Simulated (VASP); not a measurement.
Wanted: the native input for a VASP 6.6.1 run.

```yaml
Task: single point
Functional: PBE
Potentials_or_basis: VASP PAW PBE potentials, release 64 (Na_pv, B)
Cutoff: 520 eV
k_mesh: 6 × 6 × 4
Occupations: gaussian, width 0.1 eV
Spin: no spin polarisation
Dipole_correction: no
Further_INCAR_settings: ALGO = Normal; EDIFF = 1e-07; NBANDS = 18
```

The structure of NaB4 lies in POSCAR:

```
NaB4
1.0
    4.5327516519      0.0000000000      0.0000000000
    0.0000000000      3.0245946892      0.0000000000
    0.0000000000      0.0000000000      4.9590658382
Na B
1 4
Direct
    0.5000000000      0.5000000000      0.5000000000
    0.0000000000      0.5000000000      0.8269914457
    0.0000000000      0.0000000000      0.3254642657
    0.0000000000      0.0000000000      0.6745357343
    0.0000000000      0.5000000000      0.1730085543
```

One way to write it, as run:

INCAR

```
SYSTEM = NaB4
PREC     = Accurate       ! precision mode
ENCUT    = 520            ! plane-wave cutoff, eV
EDIFF    = 1E-7           ! SCF threshold, eV
ISMEAR   = 0              ! smearing method
SIGMA    = 0.1            ! smearing width, eV
LREAL    = .False.        ! projectors in reciprocal space
LASPH    = .True.         ! aspherical terms in the spheres
NELM     = 60             ! most SCF steps
ALGO     = Normal         ! electronic algorithm
ISIF     = 2              ! what is computed and relaxed
LWAVE    = .False.        ! write WAVECAR
LCHARG   = .False.        ! write CHGCAR
GGA      = PE             ! functional
NBANDS   = 18             ! bands
```

KPOINTS

```
Automatic mesh
0
Gamma
  6 6 4
  0 0 0
```

Potentials or basis: VASP PAW PBE potentials, release 64 (Na_pv, B).

Command:

```console
$ cat potpaw_PBE.64/Na_pv/POTCAR potpaw_PBE.64/B/POTCAR > POTCAR
$ mpirun -np 1 vasp_std > vasp.out
```

It gave:

```json
{
 "Pressure": "0.1 GPa",
 "Largest force": "0.010 eV/Å"
}
```

It took 43 s on 1 thread of Intel(R) Xeon(R) Platinum 8375C CPU @ 2.90GHz (Ice Lake), on a shared host, peak memory 0.19 GiB.
